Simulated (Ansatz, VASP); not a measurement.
# Cs in VASP and in Ansatz

```
Cs
1.0
     0.00000    5.14252    5.14252
     5.14252    0.00000    5.14252
     5.14252    5.14252    0.00000
Cs
2
Direct
  0.87500 0.87500 0.87500
  0.12500 0.12500 0.12500
```

Change from the starting cell: volume scaled by 0.88, LAPW.

Alike in both runs: task single point; functional LDA; k mesh 7 × 7 × 7; occupations fermi-dirac, width 0.08 eV; no spin polarisation.

|  | VASP | Ansatz |
| --- | --- | --- |
| version | VASP 6.6.1 | Ansatz 0.2.0 |
| potentials or method | VASP PAW LDA potentials, release 64 (Cs_sv), cutoff 520 eV | all-electron LAPW, scalar-relativistic |

```csv
,VASP,Ansatz,Ansatz less VASP
pressure (GPa),0.1,0.1,+0.01
```

LDA's correlation is that of Perdew and Zunger in VASP and of Perdew and Wang (1992) in Ansatz. Ansatz ran all-electron here, and VASP with PAW potentials.

Neither program's run includes spin-orbit coupling.
